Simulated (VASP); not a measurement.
# Nb (Im-3m) in VASP: a series of runs

The runs below take Nb through single point, with PBEsol.

All numbers are computed with VASP 6.6.1; they aren't measurements. Logs are shortened: lines on timing, memory, paths and dates and some standing lists are left out, and cuts for length are marked.

## Step 1: The cell of the first run

Symmetry: Im-3m, No. 229, cubic system. Conventional cell: a = 3.206 Å, b = 3.206 Å, c = 3.206 Å, α = 90.00°, β = 90.00°, γ = 90.00°. Within 3.7 Å of Nb (site symmetry m-3m) lie 14 Nb at 2.78 to 3.21 Å.

## Step 2: Single point, PBEsol (16.47 Å³/atom)

INCAR

```
ALGO = Fast ; EDIFF = 1E-6
ENCUT = 520 ; GGA = PS
ISIF = 2 ; ISMEAR = 0
LASPH = T ; LCHARG = F
LREAL = F ; LWAVE = F
NBANDS = 12 ; NELM = 80
PREC = Accurate ; SIGMA = 0.1
```

KPOINTS

```
k-points
0
Gamma
  18 18 18
```

POSCAR

```
Nb
1.0
   -1.6028205814      1.6028205814      1.6028205814
    1.6028205814     -1.6028205814      1.6028205814
    1.6028205814      1.6028205814     -1.6028205814
Nb
1
Direct
    0.0000000000      0.0000000000      0.0000000000
```

Potentials or basis: VASP PAW PBE potentials, release 64 (Nb_sv).

The run is started by

```sh
> cat potpaw_PBE.64/Nb_sv/POTCAR > POTCAR
> mpirun -np 1 vasp_std > vasp.out
```

OUTCAR:

```text
EDIFF = 1E-6
   ENCUT = 520
   GGA = PS
   ISIF = 2
   ISMEAR = 0
   LASPH = T
   LREAL = F
   NELM = 80
   PREC = Accurate

 ion  position               nearest neighbor table
   1  0.000  0.000  0.000-

  LATTYP: Found a body centered cubic cell.
 ALAT       =     3.2056411628

  Lattice vectors:

 A1 = (  -1.6028205814,   1.6028205814,   1.6028205814)
 A2 = (   1.6028205814,  -1.6028205814,   1.6028205814)
 A3 = (   1.6028205814,   1.6028205814,  -1.6028205814)

Analysis of symmetry for initial positions (statically):
=====================================================================
 Subroutine PRICEL returns:
 Original cell was already a primitive cell.

 Routine SETGRP: Setting up the symmetry group for a
 body centered cubic supercell.

 Subroutine GETGRP returns: Found 48 space group operations
 (whereof 48 operations were pure point group operations)
 out of a pool of 48 trial point group operations.

The static configuration has the point symmetry O_h .

Analysis of symmetry for dynamics (positions and initial velocities):
=====================================================================
 Subroutine PRICEL returns:
 Original cell was already a primitive cell.

 Routine SETGRP: Setting up the symmetry group for a
 body centered cubic supercell.

 Subroutine GETGRP returns: Found 48 space group operations
 (whereof 48 operations were pure point group operations)
 out of a pool of 48 trial point group operations.

The dynamic configuration has the point symmetry O_h .

 Subroutine INISYM returns: Found 48 space group operations
 (whereof 48 operations are pure point group operations),
 and found     1 'primitive' translations

----------------------------------------------------------------------------------------

                                     Primitive cell

  volume of cell :      16.4708

  direct lattice vectors                    reciprocal lattice vectors
    -1.602820581  1.602820581  1.602820581     0.000000000  0.311950075  0.311950075
     1.602820581 -1.602820581  1.602820581     0.311950075  0.000000000  0.311950075
     1.602820581  1.602820581 -1.602820581     0.311950075  0.311950075  0.000000000

  length of vectors
     2.776166682  2.776166682  2.776166682     0.441164026  0.441164026  0.441164026

  position of ions in fractional coordinates (direct lattice)
     0.000000000  0.000000000  0.000000000

  ion indices of the primitive-cell ions
   primitive index   ion index
                 1           1

----------------------------------------------------------------------------------------

 KPOINTS: k-points

Automatic generation of k-mesh.
 Grid dimensions read from file:
 generate k-points for:   18   18   18

 Generating k-lattice:

  Cartesian coordinates                     Fractional coordinates (reciprocal lattice)
     0.000000000  0.017330560  0.017330560     0.055555556  0.000000000  0.000000000
     0.017330560  0.000000000  0.017330560     0.000000000  0.055555556  0.000000000
     0.017330560  0.017330560  0.000000000     0.000000000  0.000000000  0.055555556

  Length of vectors
     0.024509113  0.024509113  0.024509113

  Shift w.r.t. Gamma in fractional coordinates (k-lattice)
     0.000000000  0.000000000  0.000000000

 Subroutine IBZKPT returns following result:
 ===========================================

 Found    195 irreducible k-points:

 Following reciprocal coordinates:
            Coordinates               Weight
  0.000000  0.000000  0.000000      1.000000
  0.055556  0.000000  0.000000     12.000000
  0.111111  0.000000  0.000000     12.000000
  0.166667  0.000000  0.000000     12.000000
  0.222222  0.000000  0.000000     12.000000
  0.277778  0.000000  0.000000     12.000000
[... 16 lines left out ...]
  0.333333  0.111111  0.000000     48.000000
  0.388889  0.111111  0.000000     48.000000
 [... further k-points ...]
   k-points           NKPTS =    195   k-points in BZ     NKDIM =    195   number of bands    NBANDS=     12
   number of dos      NEDOS =    301   number of ions     NIONS =      1
   total plane-waves  NPLWV =  13824
   dimension x,y,z NGX =    24 NGY =   24 NGZ =   24
   dimension x,y,z NGXF=    48 NGYF=   48 NGZF=   48
   ions per type =               1
   NGX,Y,Z   is equivalent  to a cutoff of  14.37, 14.37, 14.37 a.u.
   NGXF,Y,Z  is equivalent  to a cutoff of  28.74, 28.74, 28.74 a.u.
 SYSTEM =  unknown system
   PREC   = accura    normal or accurate (medium, high low for compatibility)
   ISTART =      0    job   : 0-new  1-cont  2-samecut
   ICHARG =      2    charge: 1-file 2-atom 10-const
   ISPIN  =      1    spin polarized calculation?
   LNONCOLLINEAR =      F non collinear calculations
   LSORBIT =      F    spin-orbit coupling
   LASPH  =      T    aspherical Exc in radial PAW
   ENCUT  =  520.0 eV  38.22 Ry    6.18 a.u.   5.16  5.16  5.16*2*pi/ulx,y,z
   NELM   =     80;   NELMIN=  2; NELMDL= -5     # of ELM steps
   EDIFF  = 0.1E-05   stopping-criterion for ELM
   LREAL  =      F    real-space projection
   EDIFFG = 0.1E-04   stopping-criterion for IOM
   NSW    =      0    number of steps for IOM
   IBRION =     -1    ionic relax: 0-MD 1-quasi-New 2-CG
   NFREE  =      0    steps in history (QN), initial steepest desc. (CG)
   ISIF   =      2    stress and relaxation
   ISYM   =      2    0-nonsym 1-usesym 2-fastsym
   POTIM  = 0.5000    time-step for ionic-motion
   TEBEG  =    0.0;   TEEND  =   0.0 temperature during run
   PSTRESS=    0.0 pullay stress
   NELECT =      13.0000    total number of electrons
   NUPDOWN=      -1.0000    fix difference up-down
   EMIN   =  10.00;   EMAX   =-10.00  energy-range for DOS
   EFERMI =   0.00;   METHOD = LEGACY
   ISMEAR =     0;   SIGMA  =   0.10  broadening in eV -4-tet -1-fermi 0-gaus
   EFERMI_NEDOS =   21; number of points for ismear=-14 and -15
   IALGO  =     68    algorithm
   IMIX   =      4    mixing-type and parameters
     AMIX     =   0.40;   BMIX     =  1.00
     AMIX_MAG =   1.60;   BMIX_MAG =  1.00
  volume/ion in A,a.u.               =      16.47       111.15
  Fermi-wavevector in a.u.,A,eV,Ry     =   1.512926  2.859016 31.142992  2.288945
  Thomas-Fermi vector in A             =   2.622785
   LORBIT       =      0    0 simple, 1 ext, 2 COOP (PROOUT), +10 PAW based schemes
   GGA     = PS    functional components
   LHFCALC =     F    Hartree Fock is set to
   AEXX    =    0.0000 exact exchange contribution
   IVDW    =     0    specifies the selected vdW correction
   LEPSILON=     F    determine dielectric tensor
   LRPA    =     F    only Hartree local field effects (RPA)
 non-spin polarized calculation
 RMM-DIIS sequential band-by-band and
 Gauss-broadening in eV      SIGMA  =   0.10
  energy-cutoff  :      520.00
  volume of cell :       16.47
 maximum number of plane-waves:       466
 NGX is ok and might be reduce to    24
   NGX = 11   NGY = 11   NGZ = 11

 number of electron      12.9999999 magnetization

 Free energy of the ion-electron system (eV)
  ---------------------------------------------------
  ext. energy  EPLUGINS =         0.00000000
  ---------------------------------------------------
  free energy    TOTEN  =       -10.91766347 eV

  energy without entropy =      -10.91036391  energy(sigma->0) =      -10.91401369

 E-fermi :  12.3478     XC(G=0): -13.0997

 val. band max:       12.3475921222   @ k =   0.2778   0.0000   0.0000
 cond. band min:      12.3482526146   @ k =  -0.3333   0.4444   0.1667
 fundamental gap:      0.0006604924
 Fermi energy:        12.3478474008

 k-point     1 :       0.0000    0.0000    0.0000
  band No.  band energies     occupation
      1     -41.8381      2.00000
      2     -16.9289      2.00000
      3     -16.9289      2.00000
      4     -16.9289      2.00000
      5       6.2254      2.00000
      6      12.6689      0.00001
      7      12.6689      0.00001
      8      12.6689      0.00001
      9      15.8873      0.00000
     10      15.8873      0.00000
     11      26.7841      0.00000
     12      26.7841      0.00000

 k-point     2 :       0.0556    0.0000    0.0000
  band No.  band energies     occupation
      1     -41.8277      2.00000
      2     -16.9885      2.00000
      3     -16.9466      2.00000
      4     -16.9295      2.00000
      5       6.3685      2.00000
      6      12.5776      0.00116
      7      12.6479      0.00002
      8      12.8067      0.00000
      9      15.7384      0.00000
     10      15.8857      0.00000
     11      26.9112      0.00000
     12      27.0307      0.00000

 k-point     3 :       0.1111    0.0000    0.0000
  band No.  band energies     occupation
      1     -41.7979      2.00000
      2     -17.1579      2.00000
      3     -16.9971      2.00000
      4     -16.9313      2.00000
      5       6.7755      2.00000
      6      12.3263      1.23898
      7      12.5595      0.00276
      8      13.2152      0.00000
      9      15.4276      0.00000
     10      15.8895      0.00000
     11      27.2273      0.00000
     12      27.7524      0.00000

 k-point     4 :       0.1667    0.0000    0.0000
  band No.  band energies     occupation
      1     -41.7519      2.00000
      2     -17.4113      2.00000
      3     -17.0737      2.00000
      4     -16.9342      2.00000
      5       7.3711      2.00000
      6      11.9705      2.00000
      7      12.3754      0.69726
      8      13.8783      0.00000
      9      15.2154      0.00000
     10      15.9187      0.00000
     11      27.5316      0.00000
     12      28.8659      0.00000

 k-point     5 :       0.2222    0.0000    0.0000
  band No.  band energies     occupation
      1     -41.6949      2.00000
      2     -17.7130      2.00000
      3     -17.1663      2.00000
      4     -16.9378      2.00000
      5       8.0031      2.00000
      6      11.5730      2.00000
      7      12.2086      1.95110
      8      14.7684      0.00000
      9      15.2365      0.00000
     10      15.9943      0.00000
     11      27.4537      0.00000
     12      29.5581      0.00000

 k-point     6 :       0.2778    0.0000    0.0000
  band No.  band energies     occupation
      1     -41.6335      2.00000
      2     -18.0239      2.00000
      3     -17.2632      2.00000
      4     -16.9417      2.00000
      5       8.4313      2.00000
      6      11.1877      2.00000
      7      12.3476      1.00288
      8      15.4437      0.00000
      9      15.8417      0.00000
     10      16.1276      0.00000
     11      26.8155      0.00000
     12      29.0260      0.00000

 k-point     7 :       0.3333    0.0000    0.0000
  band No.  band energies     occupation
      1     -41.5751      2.00000
      2     -18.3076      2.00000
      3     -17.3527      2.00000
      4     -16.9454      2.00000
      5       8.5152      2.00000
      6      10.8543      2.00000
      7      12.9595      0.00000
      8      15.7256      0.00000
      9      16.3118      0.00000
     10      17.0278      0.00000
     11      25.9022      0.00000
     12      27.9832      0.00000

 k-point     8 :       0.3889    0.0000    0.0000
  band No.  band energies     occupation
      1     -41.5271      2.00000
      2     -18.5335      2.00000
      3     -17.4246      2.00000
      4     -16.9484      2.00000
      5       8.3962      2.00000
      6      10.5997      2.00000
      7      13.8530      0.00000
      8      15.9610      0.00000
      9      16.5155      0.00000
     10      18.2029      0.00000
     11      25.0436      0.00000
     12      26.9165      0.00000
[... 166 lines left out ...]
 k-point    20 :       0.1667    0.1111   -0.0000
  band No.  band energies     occupation
      1     -41.6725      2.00000
      2     -17.7975      2.00000
      3     -17.1735      2.00000
      4     -17.0029      2.00000
      5       8.3483      2.00000
      6      11.5766      2.00000
      7      11.7958      2.00000
      8      14.8946      0.00000
      9      15.3612      0.00000
     10      16.3276      0.00000
     11      28.0911      0.00000
     12      28.9999      0.00000

 k-point    21 :       0.2222    0.1111    0.0000
  band No.  band energies     occupation
      1     -41.6146      2.00000
      2     -18.0621      2.00000
      3     -17.2866      2.00000
      4     -17.0129      2.00000
      5       8.8123      2.00000
      6      11.2039      2.00000
      7      11.8566      2.00000
      8      15.0558      0.00000
      9      16.4340      0.00000
     10      16.5720      0.00000
     11      27.2586      0.00000
     12      28.8861      0.00000

 k-point    22 :       0.2778    0.1111    0.0000
  band No.  band energies     occupation
      1     -41.5597      2.00000
      2     -18.3029      2.00000
      3     -17.3956      2.00000
      4     -17.0200      2.00000
      5       8.9169      2.00000
      6      10.9041      2.00000
      7      12.3465      1.01565
      8      15.3597      0.00000
      9      16.6525      0.00000
     10      17.7480      0.00000
     11      26.3101      0.00000
     12      28.0254      0.00000

 k-point    23 :       0.3333    0.1111    0.0000
  band No.  band energies     occupation
      1     -41.5144      2.00000
      2     -18.4946      2.00000
      3     -17.4847      2.00000
      4     -17.0252      2.00000
      5       8.7941      2.00000
      6      10.6853      2.00000
      7      13.0853      0.00000
      8      15.6728      0.00000
      9      16.8259      0.00000
     10      18.9474      0.00000
     11      25.5492      0.00000
     12      26.8615      0.00000

 k-point    24 :       0.3889    0.1111    0.0000
  band No.  band energies     occupation
      1     -41.4847      2.00000
      2     -18.6178      2.00000
      3     -17.5427      2.00000
      4     -17.0284      2.00000
      5       8.6546      2.00000
      6      10.5510      2.00000
      7      13.7399      0.00000
      8      15.8094      0.00000
      9      17.0665      0.00000
     10      19.8921      0.00000
     11      25.0630      0.00000
     12      25.8767      0.00000

 [... further k-points ...]
[... 5 lines left out ...]
  --------------------------------------------------------------------------------------
  -------------------------------------------------------------------------------------
  Total        1.2371025      1.2371025      1.2371025     -0.0000000      0.0000000      0.0000000
  in kB      120.3376594    120.3376594    120.3376594     -0.0000000      0.0000000      0.0000000
  external PRESSURE =     120.3376594 kB  Pullay stress =       0.0000000 kB

 VOLUME and BASIS-vectors are now :
 -----------------------------------------------------------------------------
  energy-cutoff  :      520.00
  volume of cell :       16.47
      direct lattice vectors                 reciprocal lattice vectors
    -1.602820581  1.602820581  1.602820581     0.000000000  0.311950075  0.311950075
     1.602820581 -1.602820581  1.602820581     0.311950075  0.000000000  0.311950075
     1.602820581  1.602820581 -1.602820581     0.311950075  0.311950075  0.000000000

 POSITION                                       TOTAL-FORCE (eV/Angst)
 -----------------------------------------------------------------------------------
      0.00000      0.00000      0.00000         0.000000     -0.000000      0.000000
 -----------------------------------------------------------------------------------
    total drift:                                0.000000      0.000000      0.000000

  FREE ENERGIE OF THE ION-ELECTRON SYSTEM (eV)
  ---------------------------------------------------
  free  energy   TOTEN  =       -10.9176634685 eV

  energy  without entropy=      -10.9103639099  energy(sigma->0) =      -10.91401369
```

It took 75 s on 1 thread of Intel Xeon 8259CL, shared host; peak memory 0.16 GiB.

What came out:

- Free energy: -10.9177 eV
- Pressure: 12.0 GPa
- Band gap on the k mesh: zero (an odd number of electrons rules out a gap without spin polarisation)

Levels at points of the mesh, in eV from the Fermi level:
```
           k point  band 4  band 5  band 6  band 7  band 8  band 9
(0.00, 0.00, 0.00)  -29.28   -6.12    0.32    0.32    0.32    3.54
(0.50, 0.00, 0.00)  -29.30   -4.14   -1.96    2.76    3.64    4.40
(0.50, 0.50, 0.50)  -30.49   -4.30   -4.30    6.27    6.27    6.27
```

Caveat: the cell stands under pressure; the PAW data sets were made with another functional, which shifts forces and pressure a little.

## Step 3: Single point, PBEsol

This run uses another cell than the first one, of 17.52 Å³/atom.

INCAR

```
SYSTEM = Nb
PREC = Accurate
ENCUT = 520
EDIFF = 1E-6
ISMEAR = 0
SIGMA = 0.1
LREAL = .False.
LASPH = .True.
NELM = 80
ALGO = Normal
ISIF = 2
LWAVE = .False.
LCHARG = .False.
GGA = PS
NBANDS = 12
```

KPOINTS

```
regular mesh
0
Gamma
  18 18 18
  0 0 0
```

POSCAR

```
Nb
1.0
   -1.6362222444      1.6362222444      1.6362222444
    1.6362222444     -1.6362222444      1.6362222444
    1.6362222444      1.6362222444     -1.6362222444
Nb
1
Direct
    0.0000000000      0.0000000000      0.0000000000
```

Potentials or basis: VASP PAW PBE potentials, release 64 (Nb_sv).

The run is started by

```sh
> cat potpaw_PBE.64/Nb_sv/POTCAR > POTCAR
> mpirun -np 1 vasp_std > vasp.out
```

Wall time 42 s (1 thread of Intel Xeon 8259CL, shared host); peak memory 0.17 GiB.

The run converged. Its results:

* Free energy: -10.9556 eV
* Pressure: -0.3 GPa
* Band gap on the k mesh: zero (an odd number of electrons rules out a gap without spin polarisation)

Levels at points of the mesh, in eV from the Fermi level:
```
           k point  band 3  band 4  band 5  band 6  band 7  band 8  band 9  band 10
(0.00, 0.00, 0.00)  -29.47  -29.47   -6.01    0.37    0.37    0.37    3.38     3.38
(0.50, 0.00, 0.00)  -29.94  -29.49   -3.84   -1.73    2.44    3.43    4.13     6.66
(0.50, 0.50, 0.50)  -30.49  -30.49   -3.88   -3.88    5.85    5.85    5.85     9.30
```

Caveat: the PAW data sets were made with another functional, which shifts forces and pressure a little.

## Step 4: Single point, PBEsol (18.05 Å³/atom)

This run uses another cell than the first one, of 18.05 Å³/atom.

INCAR

```
PREC = Accurate ; ENCUT = 520
EDIFF = 1E-6 ; ISMEAR = 0
SIGMA = 0.1 ; LREAL = False
LASPH = True ; NELM = 60
ALGO = Normal ; ISIF = 2
LWAVE = False ; LCHARG = False
GGA = PS ; NBANDS = 12
```

KPOINTS

```
Automatic mesh
0
Gamma
  18 18 18
```

POSCAR

```
Nb
1.0
   -1.6524235183      1.6524235183      1.6524235183
    1.6524235183     -1.6524235183      1.6524235183
    1.6524235183      1.6524235183     -1.6524235183
Nb
1
Direct
    0.0000000000      0.0000000000      0.0000000000
```

The run is started by

```sh
> cat potpaw_PBE.64/Nb_sv/POTCAR > POTCAR
> mpirun -np 1 vasp_std > vasp.out
```

It took 54 s on 1 thread of Intel Xeon 8259CL, shared host; peak memory 0.17 GiB.

The run converged. Its results:

```
Free energy            : -10.9466 eV
Pressure               : -5.3 GPa
Band gap on the k mesh : zero (an odd number of electrons rules out a gap without spin polarisation)
```

Levels at points of the mesh, in eV from the Fermi level:
```tsv
k point	band 4	band 5	band 6	band 7	band 8	band 9
(0.00, 0.00, 0.00)	-29.57	-5.95	0.39	0.39	0.39	3.29
(0.50, 0.00, 0.00)	-29.59	-3.71	-1.64	2.29	3.32	4.01
(0.50, 0.50, 0.50)	-30.50	-3.70	-3.70	5.64	5.64	5.64
```

Caveat: the cell stands under tension; the PAW data sets were made with another functional, which shifts forces and pressure a little.

## Step 5: Summary

```csv
cell,gap on the mesh (eV),pressure (GPa)
"a = 2.776 Å, angles 109.5°, 1 atom",none,12.0
"a = 2.834 Å, angles 109.5°, 1 atom",none,-0.3
"a = 2.862 Å, angles 109.5°, 1 atom",none,-5.3
```

Alike in all rows: task single point; level PBEsol; potentials or basis VASP PAW PBE potentials, release 64 (Nb_sv); no spin polarisation; k mesh 18 × 18 × 18; cutoff (eV) 520; smearing gaussian 0.1 eV.

Caveats: the PAW data sets were made with another functional, which shifts forces and pressure a little; the cell stands under pressure (at least some runs); the cell stands under tension (at least some runs).

Absolute energies hang on the potentials; compare differences alone.

The gap in the log of VASP goes by the Fermi energy; the results here count the filled bands.